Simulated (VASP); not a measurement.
# Se (R-3m) in VASP: notebook, part 4 of 4

VASP 6.6.1. The steps go on from the part before.

## (5) Single point, PBE

This run uses another cell than the first one, of 20.41 Å³/atom, 1.286 times its volume.

Input file INCAR:

```
SYSTEM = Se
ALGO     = Normal         ! electronic algorithm
EDIFF    = 1E-6           ! SCF threshold, eV
ENCUT    = 520            ! plane-wave cutoff, eV
GGA      = PE             ! functional
ISIF     = 2              ! what is computed and relaxed
ISMEAR   = -1             ! smearing method
LASPH    = .True.         ! aspherical terms in the spheres
LCHARG   = .False.        ! write CHGCAR
LREAL    = .False.        ! projectors in reciprocal space
LWAVE    = .False.        ! write WAVECAR
NBANDS   = 13             ! bands
NELM     = 80             ! most SCF steps
PREC     = Accurate       ! precision mode
SIGMA    = 0.08           ! smearing width, eV
```

Input file KPOINTS:

```
k-points
0
Gamma
  13 13 13
  0 0 0
```

Input file POSCAR:

```
Se
1.0
    1.9318516887     -1.1153550925      3.1576422066
    0.0000000000      2.2307101850      3.1576422066
   -1.9318516887     -1.1153550925      3.1576422066
Se
2
Direct
    0.2500000000      0.2500000000      0.2500000000
   -0.2500000000     -0.2500000000     -0.2500000000
```

Potentials or basis: VASP PAW PBE potentials, release 64 (Se).

The run is started by

```
$ cat potpaw_PBE.64/Se/POTCAR > POTCAR
$ mpirun -np 1 vasp_std > vasp.out
```

OUTCAR:

```text
SYSTEM = Se
   EDIFF = 1E-6
   ENCUT = 520
   GGA = PE
   ISIF = 2
   ISMEAR = -1
   LASPH = .True.
   LREAL = .False.
   NELM = 80
   PREC = Accurate

 ion  position               nearest neighbor table
   1  0.250  0.250  0.250-   2 2.73   2 2.73   2 2.73   2 2.73   2 2.73   2 2.73
   2  0.750  0.750  0.750-   1 2.73   1 2.73   1 2.73   1 2.73   1 2.73   1 2.73

  LATTYP: Found a trigonal (rhomboedric) cell.
 ALAT       =     3.8661055643
 COS(alpha) =     0.5006211524

  Lattice vectors:

 A1 = (   1.9318516887,  -1.1153550925,   3.1576422066)
 A2 = (   0.0000000000,   2.2307101850,   3.1576422066)
 A3 = (  -1.9318516887,  -1.1153550925,   3.1576422066)

Analysis of symmetry for initial positions (statically):
=====================================================================
 Subroutine PRICEL returns following result:

  LATTYP: Found a trigonal (rhomboedric) cell.
 ALAT       =     2.7329002919
 COS(alpha) =     0.0006215384

  Lattice vectors:

 A1 = (   1.9318516887,   1.1153550925,   1.5788211033)
 A2 = (  -1.9318516887,   1.1153550925,   1.5788211033)
 A3 = (   0.0000000000,  -2.2307101850,   1.5788211033)

   2 primitive cells build up your supercell.

 Routine SETGRP: Setting up the symmetry group for a
 trigonal (rhombohedral) supercell.

 Subroutine GETGRP returns: Found 12 space group operations
 (whereof 12 operations were pure point group operations)
 out of a pool of 12 trial point group operations.

The static configuration has the point symmetry D_3d.

Analysis of symmetry for dynamics (positions and initial velocities):
=====================================================================
 Subroutine PRICEL returns following result:

  LATTYP: Found a trigonal (rhomboedric) cell.
 ALAT       =     2.7329002919
 COS(alpha) =     0.0006215384

  Lattice vectors:

 A1 = (   1.9318516887,   1.1153550925,   1.5788211033)
 A2 = (  -1.9318516887,   1.1153550925,   1.5788211033)
 A3 = (   0.0000000000,  -2.2307101850,   1.5788211033)

   2 primitive cells build up your supercell.

 Routine SETGRP: Setting up the symmetry group for a
 trigonal (rhombohedral) supercell.

 Subroutine GETGRP returns: Found 12 space group operations
 (whereof 12 operations were pure point group operations)
 out of a pool of 12 trial point group operations.

The dynamic configuration has the point symmetry D_3d.

 Subroutine INISYM returns: Found 12 space group operations
 (whereof 12 operations are pure point group operations),
 and found     2 'primitive' translations

----------------------------------------------------------------------------------------

                                     Primitive cell

  volume of cell :      20.4113

  direct lattice vectors                    reciprocal lattice vectors
     1.931851689  1.115355092  1.578821103     0.258819040  0.149429243  0.211127995
    -1.931851689  1.115355093  1.578821103    -0.258819040  0.149429243  0.211127995
     0.000000000 -2.230710185  1.578821103    -0.000000000 -0.298858485  0.211127995

[... 32 lines left out ...]
 ===========================================

 Found    231 irreducible k-points:

 Following reciprocal coordinates:
            Coordinates               Weight
  0.000000  0.000000  0.000000      1.000000
  0.076923  0.000000 -0.000000      6.000000
  0.153846  0.000000 -0.000000      6.000000
  0.230769 -0.000000 -0.000000      6.000000
  0.307692  0.000000 -0.000000      6.000000
  0.384615  0.000000 -0.000000      6.000000
[... 16 lines left out ...]
  0.384615  0.153846 -0.000000     12.000000
  0.461538  0.153846  0.000000     12.000000
 [... further k-points ...]
   k-points           NKPTS =    231   k-points in BZ     NKDIM =    231   number of bands    NBANDS=     13
   number of dos      NEDOS =    301   number of ions     NIONS =      2
   total plane-waves  NPLWV =  27000
   dimension x,y,z NGX =    30 NGY =   30 NGZ =   30
   dimension x,y,z NGXF=    60 NGYF=   60 NGZF=   60
   ions per type =               2
   NGX,Y,Z   is equivalent  to a cutoff of  12.90, 12.90, 12.90 a.u.
   NGXF,Y,Z  is equivalent  to a cutoff of  25.80, 25.80, 25.80 a.u.
 SYSTEM =  Se
   PREC   = accura    normal or accurate (medium, high low for compatibility)
   ISTART =      0    job   : 0-new  1-cont  2-samecut
   ICHARG =      2    charge: 1-file 2-atom 10-const
   ISPIN  =      1    spin polarized calculation?
   LNONCOLLINEAR =      F non collinear calculations
   LSORBIT =      F    spin-orbit coupling
   LASPH  =      T    aspherical Exc in radial PAW
   ENCUT  =  520.0 eV  38.22 Ry    6.18 a.u.   7.19  7.19  7.19*2*pi/ulx,y,z
   NELM   =     80;   NELMIN=  2; NELMDL= -5     # of ELM steps
   EDIFF  = 0.1E-05   stopping-criterion for ELM
   LREAL  =      F    real-space projection
   EDIFFG = 0.1E-04   stopping-criterion for IOM
   NSW    =      0    number of steps for IOM
   IBRION =     -1    ionic relax: 0-MD 1-quasi-New 2-CG
   NFREE  =      0    steps in history (QN), initial steepest desc. (CG)
   ISIF   =      2    stress and relaxation
   ISYM   =      2    0-nonsym 1-usesym 2-fastsym
   POTIM  = 0.5000    time-step for ionic-motion
   TEBEG  =    0.0;   TEEND  =   0.0 temperature during run
   PSTRESS=    0.0 pullay stress
   NELECT =      12.0000    total number of electrons
   NUPDOWN=      -1.0000    fix difference up-down
   EMIN   =  10.00;   EMAX   =-10.00  energy-range for DOS
   EFERMI =   0.00;   METHOD = LEGACY
   ISMEAR =    -1;   SIGMA  =   0.08  broadening in eV -4-tet -1-fermi 0-gaus
   EFERMI_NEDOS =   21; number of points for ismear=-14 and -15
   IALGO  =     38    algorithm
   IMIX   =      4    mixing-type and parameters
     AMIX     =   0.40;   BMIX     =  1.00
     AMIX_MAG =   1.60;   BMIX_MAG =  1.00
  volume/ion in A,a.u.               =      20.41       137.74
  Fermi-wavevector in a.u.,A,eV,Ry     =   1.088516  2.056997 16.121100  1.184867
  Thomas-Fermi vector in A             =   2.224699
   LORBIT       =      0    0 simple, 1 ext, 2 COOP (PROOUT), +10 PAW based schemes
   GGA     = PE    functional components
   LHFCALC =     F    Hartree Fock is set to
   AEXX    =    0.0000 exact exchange contribution
   IVDW    =     0    specifies the selected vdW correction
   LEPSILON=     F    determine dielectric tensor
   LRPA    =     F    only Hartree local field effects (RPA)
 non-spin polarized calculation
  energy-cutoff  :      520.00
  volume of cell :       40.82
 maximum number of plane-waves:      1113
 NGX is ok and might be reduce to    30

 number of electron      12.0000001 magnetization

 Free energy of the ion-electron system (eV)
  ---------------------------------------------------
  ext. energy  EPLUGINS =         0.00000000
  ---------------------------------------------------
  free energy    TOTEN  =        -6.54785187 eV

  energy without entropy =       -6.53125876  energy(sigma->0) =       -6.53955531

 E-fermi :   5.9974     XC(G=0): -10.3810

 val. band max:        5.9404604748   @ k =   0.4615   0.3846   0.3846
 cond. band min:       6.0423325567   @ k =  -0.0769   0.2308   0.0769
 fundamental gap:      0.1018720820
 Fermi energy:         5.9974438650

 k-point     1 :       0.0000    0.0000    0.0000
  band No.  band energies     occupation
      1     -11.0164      2.00000
      2      -3.5007      2.00000
      3       2.2353      2.00000
      4       2.2465      2.00000
      5       2.2465      2.00000
      6       7.5333      0.00000
      7       7.5333      0.00000
      8       7.5386      0.00000
      9      11.4302      0.00000
     10      11.4445      0.00000
     11      11.4445      0.00000
     12      13.5568      0.00000
     13      13.5568      0.00000
[... 354 lines left out ...]
  band No.  band energies     occupation
      1      -8.8745      2.00000
      2      -7.0480      2.00000
      3       1.2389      2.00000
      4       1.7042      2.00000
      5       1.9134      2.00000
      6       5.8491      1.72934
      7       6.1713      0.20448
      8       6.3423      0.02650
      9      11.9430      0.00000
     10      16.2055      0.00000
     11      16.6250      0.00000
     12      17.3482      0.00000
     13      17.9179      0.00000

 [... further k-points ...]
[... 5 lines left out ...]
  --------------------------------------------------------------------------------------
  -------------------------------------------------------------------------------------
  Total        2.4029009      2.4029009      2.4008558      0.0000000     -0.0000000     -0.0000000
  in kB       94.3073050     94.3073050     94.2270397      0.0000000     -0.0000000     -0.0000000
  external PRESSURE =      94.2805499 kB  Pullay stress =       0.0000000 kB

 VOLUME and BASIS-vectors are now :
 -----------------------------------------------------------------------------
  energy-cutoff  :      520.00
  volume of cell :       40.82
      direct lattice vectors                 reciprocal lattice vectors
     1.931851689 -1.115355092  3.157642207     0.258819040 -0.149429243  0.105563997
     0.000000000  2.230710185  3.157642207     0.000000000  0.298858485  0.105563997
    -1.931851689 -1.115355092  3.157642207    -0.258819040 -0.149429243  0.105563997

 POSITION                                       TOTAL-FORCE (eV/Angst)
 -----------------------------------------------------------------------------------
      0.00000      0.00000      2.36823        -0.000000     -0.000000      0.000000
      0.00000      0.00000      7.10469         0.000000      0.000000      0.000000
 -----------------------------------------------------------------------------------
    total drift:                                0.000000     -0.000000      0.000000

  FREE ENERGIE OF THE ION-ELECTRON SYSTEM (eV)
  ---------------------------------------------------
  free  energy   TOTEN  =        -6.5478518696 eV

  energy  without entropy=       -6.5312587604  energy(sigma->0) =       -6.53955531
```

Wall time 49 s (1 thread of AMD EPYC 9R45 (Zen 5), shared host); peak memory 0.21 GiB.

Results:

```yaml
Free_energy: -6.5479 eV
Pressure: 9.4 GPa
Band_gap_on_the_k_mesh: zero (band 6 reaches 8.61 eV, above the bottom of band 7 at 3.76 eV)
```

## (6) Single point, PBE

Input file INCAR:

```
PREC = Accurate ; ENCUT = 520
EDIFF = 1E-7 ; ISMEAR = -1
SIGMA = 0.08 ; LREAL = F
LASPH = T ; NELM = 100
ALGO = Normal ; ISIF = 2
LWAVE = F ; LCHARG = F
GGA = PE ; NBANDS = 13
```

Input file KPOINTS:

```
regular mesh
0
Gamma
  13 13 13
```

POSCAR is that of step 5.

Potentials or basis: VASP PAW PBE potentials, release 64 (Se).

The run is started by

```
$ cat potpaw_PBE.64/Se/POTCAR > POTCAR
$ mpirun -np 1 vasp_std > vasp.out
```

It took 51 s on 1 thread of AMD EPYC 9R45 (Zen 5), shared host; peak memory 0.21 GiB.

Results (log left out):

- Free energy: -6.5479 eV
- Pressure: 9.4 GPa
- Band gap on the k mesh: zero (band 6 reaches 8.61 eV, above the bottom of band 7 at 3.76 eV)

Levels at points of the mesh, in eV from the Fermi level:
```tsv
k point	band 2	band 3	band 4	band 5	band 6	band 7	band 8	band 9	band 10	band 11
(0.00, 0.00, 0.00)	-9.50	-3.76	-3.75	-3.75	1.54	1.54	1.54	5.43	5.45	5.45
```

## (7) Overview

| cell | gap on the mesh (eV) | pressure (GPa) |
| --- | --- | --- |
| a = 3.555 Å, angles 60.0°, 2 atoms | none | 56.0 |
| a = 3.717 Å, angles 60.0°, 2 atoms | none | 26.1 |
| a = 3.866 Å, angles 60.0°, 2 atoms | none | 9.4 |

Alike in all rows: task single point; level PBE; potentials or basis VASP PAW PBE potentials, release 64 (Se); no spin polarisation; k mesh 13 × 13 × 13; cutoff (eV) 520; smearing fermi-dirac 0.08 eV.

Total energies depend on the potentials used, so only differences within one code and one set of settings carry meaning.
